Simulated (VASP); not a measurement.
# Ir (Fm-3m) in VASP: a series of runs

Ir is run at these levels: PBEsol; tasks: relaxation of cell and atoms.

All numbers are computed with VASP 6.6.1; they aren't measurements. Logs are shortened: lines on timing, memory, paths and dates and some standing lists are left out, and cuts for length are marked.

## (1) The cell of the first run

Symmetry: Fm-3m, No. 225, cubic system. The conventional cell has a = 3.830 Å, b = 3.830 Å, c = 3.830 Å, α = 90.00°, β = 90.00°, γ = 90.00°. Within 3.6 Å of Ir (site symmetry m-3m) lie 12 Ir at 2.71 Å.

## (2) Relaxation of cell and atoms, PBEsol

File INCAR:

```
SYSTEM = Ir
PREC = Accurate ; ENCUT = 600
EDIFF = 1E-6 ; ISMEAR = -1
SIGMA = 0.15 ; LREAL = .FALSE.
LASPH = .TRUE. ; NELM = 100
ALGO = Normal ; ISIF = 3
LWAVE = .FALSE. ; LCHARG = .FALSE.
GGA = PS ; IBRION = 2
NSW = 80 ; EDIFFG = -0.001
```

File KPOINTS:

```
Automatic mesh
0
G
  18 18 18
  0 0 0
```

File POSCAR:

```
Ir
1.0
    0.0000000000      1.9150217743      1.9150217743
    1.9150217743      0.0000000000      1.9150217743
    1.9150217743      1.9150217743      0.0000000000
Ir
1
Direct
    0.0000000000      0.0000000000      0.0000000000
```

Potentials or basis: VASP PAW PBE potentials, release 64 (Ir).

The run is started by

```
$ cat potpaw_PBE.64/Ir/POTCAR > POTCAR
$ mpirun -np 1 vasp_std > vasp.out
```

OUTCAR:

```text
SYSTEM = Ir
   PREC = Accurate
   ENCUT = 600
   EDIFF = 1E-6
   ISMEAR = -1
   LREAL = .FALSE.
   LASPH = .TRUE.
   NELM = 100
   ISIF = 3
   GGA = PS
   IBRION = 2
   NSW = 80
   EDIFFG = -0.001

 ion  position               nearest neighbor table
   1  0.000  0.000  0.000-

  LATTYP: Found a face centered cubic cell.
 ALAT       =     3.8300435486

  Lattice vectors:

 A1 = (   0.0000000000,   1.9150217743,   1.9150217743)
 A2 = (   1.9150217743,   0.0000000000,   1.9150217743)
 A3 = (   1.9150217743,   1.9150217743,   0.0000000000)

Analysis of symmetry for initial positions (statically):
=====================================================================
 Subroutine PRICEL returns:
 Original cell was already a primitive cell.

 Routine SETGRP: Setting up the symmetry group for a
 face centered cubic supercell.

 Subroutine GETGRP returns: Found 48 space group operations
 (whereof 48 operations were pure point group operations)
 out of a pool of 48 trial point group operations.

The static configuration has the point symmetry O_h .

Analysis of symmetry for dynamics (positions and initial velocities):
=====================================================================
 Subroutine PRICEL returns:
 Original cell was already a primitive cell.

 Routine SETGRP: Setting up the symmetry group for a
 face centered cubic supercell.

 Subroutine GETGRP returns: Found 48 space group operations
 (whereof 48 operations were pure point group operations)
 out of a pool of 48 trial point group operations.

The dynamic configuration has the point symmetry O_h .

 Subroutine INISYM returns: Found 48 space group operations
 (whereof 48 operations are pure point group operations),
 and found     1 'primitive' translations

----------------------------------------------------------------------------------------

                                     Primitive cell

  volume of cell :      14.0460

  direct lattice vectors                    reciprocal lattice vectors
     0.000000000  1.915021774  1.915021774    -0.261093637  0.261093637  0.261093637
     1.915021774  0.000000000  1.915021774     0.261093637 -0.261093637  0.261093637
     1.915021774  1.915021774  0.000000000     0.261093637  0.261093637 -0.261093637

  length of vectors
     2.708249765  2.708249765  2.708249765     0.452227445  0.452227445  0.452227445

  position of ions in fractional coordinates (direct lattice)
     0.000000000  0.000000000  0.000000000

  ion indices of the primitive-cell ions
   primitive index   ion index
[... 80 lines left out ...]
   ISYM   =      2    0-nonsym 1-usesym 2-fastsym
   POTIM  = 0.5000    time-step for ionic-motion
   TEBEG  =    0.0;   TEEND  =   0.0 temperature during run
   PSTRESS=    0.0 pullay stress
   NELECT =       9.0000    total number of electrons
   NUPDOWN=      -1.0000    fix difference up-down
   EMIN   =  10.00;   EMAX   =-10.00  energy-range for DOS
   EFERMI =   0.00;   METHOD = LEGACY
   ISMEAR =    -1;   SIGMA  =   0.15  broadening in eV -4-tet -1-fermi 0-gaus
   EFERMI_NEDOS =   21; number of points for ismear=-14 and -15
   IALGO  =     38    algorithm
   IMIX   =      4    mixing-type and parameters
     AMIX     =   0.40;   BMIX     =  1.00
     AMIX_MAG =   1.60;   BMIX_MAG =  1.00
  volume/ion in A,a.u.               =      14.05        94.79
  Fermi-wavevector in a.u.,A,eV,Ry     =   1.411363  2.667089 27.102051  1.991945
  Thomas-Fermi vector in A             =   2.533222
   LORBIT       =      0    0 simple, 1 ext, 2 COOP (PROOUT), +10 PAW based schemes
   GGA     = PS    functional components
   LHFCALC =     F    Hartree Fock is set to
   AEXX    =    0.0000 exact exchange contribution
   IVDW    =     0    specifies the selected vdW correction
   LEPSILON=     F    determine dielectric tensor
   LRPA    =     F    only Hartree local field effects (RPA)
 conjugate gradient relaxation of ions
 non-spin polarized calculation
  energy-cutoff  :      600.00
  volume of cell :       14.05
 maximum number of plane-waves:       489
 NGX is ok and might be reduce to    24
   NGX = 11   NGY = 11   NGZ = 11

--------------------------------------- Ionic step        1  -------------------------------------------

 number of electron       9.0000000 magnetization

 Free energy of the ion-electron system (eV)
  ---------------------------------------------------
  ext. energy  EPLUGINS =         0.00000000
  ---------------------------------------------------
  free energy    TOTEN  =        -9.85486392 eV

  energy without entropy =       -9.78756945  energy(sigma->0) =       -9.82121668

------------------------ aborting loop because EDIFF is reached ----------------------------------------

  FORCE on cell =-STRESS in cart. coord.  units (eV):
  Direction    XX          YY          ZZ          XY          YZ          ZX
  --------------------------------------------------------------------------------------
  -------------------------------------------------------------------------------------
  Total        0.1488222      0.1488222      0.1488222      0.0000000      0.0000000      0.0000000
  in kB       16.9756817     16.9756817     16.9756817      0.0000000      0.0000000      0.0000000
  external PRESSURE =      16.9756817 kB  Pullay stress =       0.0000000 kB
[... 22 lines left out ...]
--------------------------------------- Ionic step        2  -------------------------------------------

 number of electron       9.0000000 magnetization

 E-fermi :   9.9840     XC(G=0): -14.0175

 val. band max:        9.9684597772   @ k =  -0.4444   0.4444   0.1111
 cond. band min:       9.9921938373   @ k =  -0.3333   0.2778   0.0556
 fundamental gap:      0.0237340601
 Fermi energy:         9.9840248962

 k-point     1 :       0.0000    0.0000    0.0000
  band No.  band energies     occupation
      1      -1.0371      2.00000
      2       6.1828      2.00000
      3       6.1828      2.00000
      4       6.1828      2.00000
      5       8.8368      1.99905
      6       8.8368      1.99905
      7      24.3460      0.00000
      8      29.8324      0.00000
[... 322 lines left out ...]
--------------------------------------- Ionic step        4  -------------------------------------------

 number of electron       9.0000000 magnetization

 Free energy of the ion-electron system (eV)
  ---------------------------------------------------
  ext. energy  EPLUGINS =         0.00000000
  ---------------------------------------------------
  free energy    TOTEN  =        -9.85520823 eV

  energy without entropy =       -9.78733054  energy(sigma->0) =       -9.82126939

 E-fermi :  10.2790     XC(G=0): -14.1166

 val. band max:       10.2596103490   @ k =  -0.4444   0.4444   0.1111
 cond. band min:      10.2854565823   @ k =  -0.3333   0.2778   0.0556
 fundamental gap:      0.0258462334
 Fermi energy:        10.2790016906

 k-point     1 :       0.0000    0.0000    0.0000
  band No.  band energies     occupation
      1      -0.9273      2.00000
      2       6.3750      2.00000
      3       6.3750      2.00000
      4       6.3750      2.00000
      5       9.1012      1.99922
      6       9.1012      1.99922
      7      24.6059      0.00000
      8      30.1936      0.00000
[... 281 lines left out ...]
  FREE ENERGIE OF THE ION-ELECTRON SYSTEM (eV)
  ---------------------------------------------------
  free  energy   TOTEN  =        -9.8552082286 eV

  energy  without entropy=       -9.7873305417  energy(sigma->0) =       -9.82126939

 reached required accuracy - stopping structural energy minimisation
```

OSZICAR:

```text
N       E                     dE             d eps       ncg     rms          rms(c)
DAV:   1     0.451484578965E+02    0.45148E+02   -0.49542E+03  3144   0.116E+03
DAV:   2    -0.977392831643E+01   -0.54922E+02   -0.53279E+02  3152   0.212E+02
DAV:   3    -0.104770932092E+02   -0.70316E+00   -0.70161E+00  4416   0.325E+01
[... 21 lines left out ...]
DAV:   5    -0.985520742062E+01   -0.19245E-05   -0.18190E-06  3808   0.118E-02    0.301E-03
DAV:   6    -0.985520825558E+01   -0.83496E-06   -0.39838E-07  2208   0.423E-03
   3 F= -.98552083E+01 E0= -.98212759E+01  d E =-.344337E-03
       N       E                     dE             d eps       ncg     rms          rms(c)
DAV:   1    -0.985520862089E+01   -0.12003E-05   -0.15277E-05  3328   0.647E-02    0.596E-03
DAV:   2    -0.985520822857E+01    0.39232E-06   -0.87759E-07  1568   0.133E-02
   4 F= -.98552082E+01 E0= -.98212694E+01  d E =-.344310E-03
```

CONTCAR:

```text
Ir
   1.00000000000000
     0.0000000000000000    1.9179379914284738    1.9179379914284738
     1.9179379914284738   -0.0000000000000000    1.9179379914284738
     1.9179379914284738    1.9179379914284738    0.0000000000000000
  Ir
     1
Direct
     0.0000000000000000    0.0000000000000000    0.0000000000000000

  0.00000000E+00  0.00000000E+00  0.00000000E+00
```

Wall time 18 s (1 thread of Intel Xeon 6975P-C (Granite Rapids), shared host); peak memory 0.17 GiB.

Results:

```
Free energy                           : -9.8552 eV
Relaxed volume                        : 14.11 Å³/atom
Relaxed cell                          : a = 2.712 Å, b = 2.712 Å, c = 2.712 Å, α = 60.00°, β = 60.00°, γ = 60.00°
Space group after relaxing (to 0.1 Å) : Fm-3m (No. 225)
Energy gained by relaxing             : 0.3 meV/atom
Ionic steps                           : 4
Pressure after relaxing               : 0.0 GPa
Band gap on the k mesh                : zero (an odd number of electrons rules out a gap without spin polarisation)
```

Step by step:
```csv
step,energy change (eV),largest force (eV/Å),pressure (GPa),volume (Å³)
1,0.0000,0.0000,1.70,14.05
2,0.0045,0.0000,-6.26,14.35
3,-0.0003,0.0000,0.02,14.11
4,-0.0003,0.0000,0.01,14.11
```

Final structure:
```cif
data_structure
_symmetry_space_group_name_H-M 'P 1'
_symmetry_Int_Tables_number 1
_cell_length_a 2.7124
_cell_length_b 2.7124
_cell_length_c 2.7124
_cell_angle_alpha 60.000
_cell_angle_beta 60.000
_cell_angle_gamma 60.000
_cell_volume 14.11
loop_
_atom_site_label
_atom_site_type_symbol
_atom_site_fract_x
_atom_site_fract_y
_atom_site_fract_z
_atom_site_occupancy
Ir1 Ir 0.00000 0.00000 0.00000 1
```

Caveat: the PAW data sets were made with another functional, which shifts forces and pressure a little; spin-orbit coupling is left out, which moves the levels of the heavy elements.

(Continued in part 2 of 2.)
